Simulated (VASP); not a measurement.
# CdF3 (Fm-3m) in VASP: single point with PBEsol

Aim: the single point of CdF3 with PBEsol.

Program: VASP 6.6.1. These are calculated values, not measurements. Logs are shortened: lines on timing, memory, paths and dates and some standing lists are left out, and cuts for length are marked.

**1. The cell of the first run**

It takes space group Fm-3m (No. 225, cubic). The conventional cell has a = 5.816 Å, b = 5.816 Å, c = 5.816 Å, α = 90.00°, β = 90.00°, γ = 90.00°. Within 3.3 Å of Cd (site symmetry m-3m) lie 14 F at 2.52 to 2.91 Å. Within 3.3 Å of F (site symmetry -43m) lie 4 Cd at 2.52 Å and 10 F at 2.52 to 2.91 Å. Within 3.3 Å of F (site symmetry m-3m) lie 8 F at 2.52 Å and 6 Cd at 2.91 Å.

**2. Single point, PBEsol (Hg replaced by Cd, lengths x 1.024, strained)**

Contents of INCAR:

```
PREC = Accurate
ENCUT = 520
EDIFF = 1E-6
ISMEAR = 0
SIGMA = 0.1
LREAL = False
LASPH = True
NELM = 80
ALGO = Normal
ISIF = 2
LWAVE = False
LCHARG = False
GGA = PS
NBANDS = 24
```

Contents of KPOINTS:

```
Automatic mesh
0
Gamma
  6 6 6
```

Contents of POSCAR:

```
CdF3
1.0
    0.0000000000      2.9079915891      2.9079915891
    2.9079915891      0.0000000000      2.9079915891
    2.9079915891      2.9079915891      0.0000000000
Cd F
1 3
Direct
    0.0000000000      0.0000000000      0.0000000000
    0.2500000000      0.2500000000      0.2500000000
    0.7500000000      0.7500000000      0.7500000000
    0.5000000000      0.5000000000      0.5000000000
```

Potentials or basis: VASP PAW PBE potentials, release 64 (Cd, F).

Command:

```sh
> cat potpaw_PBE.64/Cd/POTCAR potpaw_PBE.64/F/POTCAR > POTCAR
> mpirun -np 1 vasp_std > vasp.out
```

OUTCAR:

```text
PREC = Accurate
   ENCUT = 520
   EDIFF = 1E-6
   ISMEAR = 0
   LREAL = False
   LASPH = True
   NELM = 80
   ISIF = 2
   GGA = PS

 ion  position               nearest neighbor table
   1  0.000  0.000  0.000-   3 2.52   3 2.52   3 2.52   2 2.52   3 2.52   2 2.52   2 2.52   2 2.52

   2  0.250  0.250  0.250-   1 2.52   1 2.52   1 2.52   1 2.52
   3  0.750  0.750  0.750-   1 2.52   1 2.52   1 2.52   1 2.52
   4  0.500  0.500  0.500-

  LATTYP: Found a face centered cubic cell.
 ALAT       =     5.8159831782

  Lattice vectors:

 A1 = (   0.0000000000,   2.9079915891,   2.9079915891)
 A2 = (   2.9079915891,   0.0000000000,   2.9079915891)
 A3 = (   2.9079915891,   2.9079915891,   0.0000000000)

Analysis of symmetry for initial positions (statically):
=====================================================================
 Subroutine PRICEL returns:
 Original cell was already a primitive cell.

 Routine SETGRP: Setting up the symmetry group for a
 face centered cubic supercell.

 Subroutine GETGRP returns: Found 48 space group operations
 (whereof 48 operations were pure point group operations)
 out of a pool of 48 trial point group operations.

The static configuration has the point symmetry O_h .

Analysis of symmetry for dynamics (positions and initial velocities):
=====================================================================
 Subroutine PRICEL returns:
 Original cell was already a primitive cell.

 Routine SETGRP: Setting up the symmetry group for a
 face centered cubic supercell.

 Subroutine GETGRP returns: Found 48 space group operations
 (whereof 48 operations were pure point group operations)
 out of a pool of 48 trial point group operations.

The dynamic configuration has the point symmetry O_h .

 Subroutine INISYM returns: Found 48 space group operations
 (whereof 48 operations are pure point group operations),
 and found     1 'primitive' translations

----------------------------------------------------------------------------------------

                                     Primitive cell

  volume of cell :      49.1824

  direct lattice vectors                    reciprocal lattice vectors
     0.000000000  2.907991589  2.907991589    -0.171939975  0.171939975  0.171939975
     2.907991589  0.000000000  2.907991589     0.171939975 -0.171939975  0.171939975
     2.907991589  2.907991589  0.000000000     0.171939975  0.171939975 -0.171939975

  length of vectors
     4.112521145  4.112521145  4.112521145     0.297808772  0.297808772  0.297808772

  position of ions in fractional coordinates (direct lattice)
     0.000000000  0.000000000  0.000000000
     0.250000000  0.250000000  0.250000000
     0.750000000  0.750000000  0.750000000
     0.500000000  0.500000000  0.500000000

  ion indices of the primitive-cell ions
   primitive index   ion index
                 1           1
                 2           2
                 3           3
                 4           4

----------------------------------------------------------------------------------------

 KPOINTS: Automatic mesh

Automatic generation of k-mesh.
 Grid dimensions read from file:
 generate k-points for:    6    6    6

 Generating k-lattice:

  Cartesian coordinates                     Fractional coordinates (reciprocal lattice)
    -0.028656662  0.028656662  0.028656662     0.166666667  0.000000000  0.000000000
     0.028656662 -0.028656662  0.028656662     0.000000000  0.166666667  0.000000000
     0.028656662  0.028656662 -0.028656662     0.000000000  0.000000000  0.166666667

  Length of vectors
     0.049634795  0.049634795  0.049634795

  Shift w.r.t. Gamma in fractional coordinates (k-lattice)
     0.000000000  0.000000000  0.000000000

 Subroutine IBZKPT returns following result:
 ===========================================

 Found     16 irreducible k-points:

 Following reciprocal coordinates:
            Coordinates               Weight
  0.000000  0.000000  0.000000      1.000000
  0.166667  0.000000  0.000000      8.000000
  0.333333  0.000000  0.000000      8.000000
  0.500000  0.000000  0.000000      4.000000
  0.166667  0.166667  0.000000      6.000000
  0.333333  0.166667  0.000000     24.000000
[... 8 lines left out ...]
 -0.333333  0.333333  0.166667     24.000000
 -0.333333  0.500000  0.166667     12.000000
   k-points           NKPTS =     16   k-points in BZ     NKDIM =     16   number of bands    NBANDS=     24
   number of dos      NEDOS =    301   number of ions     NIONS =      4
   total plane-waves  NPLWV =  32768
   dimension x,y,z NGX =    32 NGY =   32 NGZ =   32
   dimension x,y,z NGXF=    64 NGYF=   64 NGZF=   64
   ions per type =               1   3
   NGX,Y,Z   is equivalent  to a cutoff of  12.94, 12.94, 12.94 a.u.
   NGXF,Y,Z  is equivalent  to a cutoff of  25.87, 25.87, 25.87 a.u.
 SYSTEM =  unknown system
   PREC   = accura    normal or accurate (medium, high low for compatibility)
   ISTART =      0    job   : 0-new  1-cont  2-samecut
   ICHARG =      2    charge: 1-file 2-atom 10-const
   ISPIN  =      1    spin polarized calculation?
   LNONCOLLINEAR =      F non collinear calculations
   LSORBIT =      F    spin-orbit coupling
   LASPH  =      T    aspherical Exc in radial PAW
   ENCUT  =  520.0 eV  38.22 Ry    6.18 a.u.   7.65  7.65  7.65*2*pi/ulx,y,z
   NELM   =     80;   NELMIN=  2; NELMDL= -5     # of ELM steps
   EDIFF  = 0.1E-05   stopping-criterion for ELM
   LREAL  =      F    real-space projection
   EDIFFG = 0.1E-04   stopping-criterion for IOM
   NSW    =      0    number of steps for IOM
   IBRION =     -1    ionic relax: 0-MD 1-quasi-New 2-CG
   NFREE  =      0    steps in history (QN), initial steepest desc. (CG)
   ISIF   =      2    stress and relaxation
   ISYM   =      2    0-nonsym 1-usesym 2-fastsym
   POTIM  = 0.5000    time-step for ionic-motion
   TEBEG  =    0.0;   TEEND  =   0.0 temperature during run
   PSTRESS=    0.0 pullay stress
   NELECT =      33.0000    total number of electrons
   NUPDOWN=      -1.0000    fix difference up-down
   EMIN   =  10.00;   EMAX   =-10.00  energy-range for DOS
   EFERMI =   0.00;   METHOD = LEGACY
   ISMEAR =     0;   SIGMA  =   0.10  broadening in eV -4-tet -1-fermi 0-gaus
   EFERMI_NEDOS =   21; number of points for ismear=-14 and -15
   IALGO  =     38    algorithm
   IMIX   =      4    mixing-type and parameters
     AMIX     =   0.40;   BMIX     =  1.00
     AMIX_MAG =   1.60;   BMIX_MAG =  1.00
  volume/ion in A,a.u.               =      12.30        82.97
  Fermi-wavevector in a.u.,A,eV,Ry     =   1.433209  2.708373 27.947582  2.054089
  Thomas-Fermi vector in A             =   2.552753
   LORBIT       =      0    0 simple, 1 ext, 2 COOP (PROOUT), +10 PAW based schemes
   GGA     = PS    functional components
   LHFCALC =     F    Hartree Fock is set to
   AEXX    =    0.0000 exact exchange contribution
   IVDW    =     0    specifies the selected vdW correction
   LEPSILON=     F    determine dielectric tensor
   LRPA    =     F    only Hartree local field effects (RPA)
 non-spin polarized calculation
 Gauss-broadening in eV      SIGMA  =   0.10
  energy-cutoff  :      520.00
  volume of cell :       49.18
 maximum number of plane-waves:      1363
 NGX is ok and might be reduce to    32
   NGX = 15   NGY = 15   NGZ = 15

 number of electron      32.9999981 magnetization

 Free energy of the ion-electron system (eV)
  ---------------------------------------------------
  ext. energy  EPLUGINS =         0.00000000
  ---------------------------------------------------
  free energy    TOTEN  =       -12.05134080 eV

  energy without entropy =      -11.99026393  energy(sigma->0) =      -12.02080236

 E-fermi :  -1.7810     XC(G=0): -10.9168

 val. band max:       -1.7904525053   @ k =   0.5000   0.3333   0.0000
 cond. band min:      -1.7457158873   @ k =   0.5000   0.1667   0.0000
 fundamental gap:      0.0447366180
 Fermi energy:        -1.7810343084

 k-point     1 :       0.0000    0.0000    0.0000
  band No.  band energies     occupation
      1     -22.4249      2.00000
      2     -21.3956      2.00000
      3     -20.8419      2.00000
      4      -7.3294      2.00000
      5      -7.3294      2.00000
      6      -7.3294      2.00000
[... 16 lines left out ...]
     23      15.4341      0.00000
     24      17.7169      0.00000

 k-point     2 :       0.1667    0.0000    0.0000
  band No.  band energies     occupation
      1     -22.3356      2.00000
      2     -21.4355      2.00000
      3     -20.8962      2.00000
      4      -7.2857      2.00000
      5      -7.2857      2.00000
      6      -7.1980      2.00000
[... 16 lines left out ...]
     23      15.8229      0.00000
     24      17.5381      0.00000

 k-point     3 :       0.3333    0.0000    0.0000
  band No.  band energies     occupation
      1     -22.1047      2.00000
      2     -21.5534      2.00000
      3     -21.0209      2.00000
      4      -7.2377      2.00000
      5      -7.2377      2.00000
      6      -6.8706      2.00000
[... 16 lines left out ...]
     23      16.4906      0.00000
     24      17.3509      0.00000

 k-point     4 :       0.5000    0.0000    0.0000
  band No.  band energies     occupation
      1     -21.8922      2.00000
      2     -21.7040      2.00000
      3     -21.0893      2.00000
      4      -7.2413      2.00000
      5      -7.2413      2.00000
      6      -6.7958      2.00000
[... 16 lines left out ...]
     23      16.7625      0.00000
     24      17.6533      0.00000

 k-point     5 :       0.1667    0.1667    0.0000
  band No.  band energies     occupation
      1     -22.3060      2.00000
      2     -21.4450      2.00000
      3     -20.9176      2.00000
      4      -7.2608      2.00000
      5      -7.2608      2.00000
      6      -7.1636      2.00000
[... 235 lines left out ...]
 k-point    14 :       0.5000    0.3333    0.1667
  band No.  band energies     occupation
      1     -21.9325      2.00000
      2     -21.5880      2.00000
      3     -21.1644      2.00000
      4      -7.0565      2.00000
      5      -7.0433      2.00000
      6      -6.9542      2.00000
[... 16 lines left out ...]
     23      16.4836      0.00000
     24      16.9267      0.00000

 k-point    15 :      -0.3333    0.3333    0.1667
  band No.  band energies     occupation
      1     -21.7509      2.00000
      2     -21.6835      2.00000
      3     -21.2526      2.00000
      4      -7.0305      2.00000
      5      -6.9814      2.00000
      6      -6.8785      2.00000
[... 16 lines left out ...]
     23      16.9112      0.00000
     24      17.5460      0.00000

 k-point    16 :      -0.3333    0.5000    0.1667
  band No.  band energies     occupation
      1     -21.7191      2.00000
      2     -21.6341      2.00000
      3     -21.3348      2.00000
      4      -6.9441      2.00000
      5      -6.8892      2.00000
      6      -6.8549      2.00000
[... 16 lines left out ...]
     23      15.9760      0.00000
     24      17.5616      0.00000

------------------------ aborting loop because EDIFF is reached ----------------------------------------

  FORCE on cell =-STRESS in cart. coord.  units (eV):
  Direction    XX          YY          ZZ          XY          YZ          ZX
  --------------------------------------------------------------------------------------
  -------------------------------------------------------------------------------------
  Total       -3.2662726     -3.2662726     -3.2662726      0.0000000      0.0000000      0.0000000
  in kB     -106.4029284   -106.4029284   -106.4029284      0.0000000      0.0000000      0.0000000
  external PRESSURE =    -106.4029284 kB  Pullay stress =       0.0000000 kB

 VOLUME and BASIS-vectors are now :
 -----------------------------------------------------------------------------
  energy-cutoff  :      520.00
  volume of cell :       49.18
      direct lattice vectors                 reciprocal lattice vectors
     0.000000000  2.907991589  2.907991589    -0.171939975  0.171939975  0.171939975
     2.907991589  0.000000000  2.907991589     0.171939975 -0.171939975  0.171939975
     2.907991589  2.907991589  0.000000000     0.171939975  0.171939975 -0.171939975

 POSITION                                       TOTAL-FORCE (eV/Angst)
 -----------------------------------------------------------------------------------
      0.00000      0.00000      0.00000        -0.000000      0.000000     -0.000000
      1.45400      1.45400      1.45400        -0.000000     -0.000000      0.000000
      4.36199      4.36199      4.36199         0.000000      0.000000      0.000000
      2.90799      2.90799      2.90799        -0.000000      0.000000     -0.000000
 -----------------------------------------------------------------------------------
    total drift:                                0.000000     -0.000000      0.000000

  FREE ENERGIE OF THE ION-ELECTRON SYSTEM (eV)
  ---------------------------------------------------
  free  energy   TOTEN  =       -12.0513407989 eV

  energy  without entropy=      -11.9902639285  energy(sigma->0) =      -12.02080236
```

Wall time 15 s (1 thread of Intel Xeon Platinum 8488C (Sapphire Rapids), shared host); peak memory 0.17 GiB.

Results:

```
Free energy : -12.0513 eV
Pressure    : -10.6 GPa
```

Caveat: the cell differs from its parent crystal (Hg replaced by Cd, lengths x 1.024, strained); the PAW data sets were made with another functional, which shifts forces and pressure a little; an odd number of electrons without spin polarisation forces a metal; a magnetic or distorted state may lie lower.
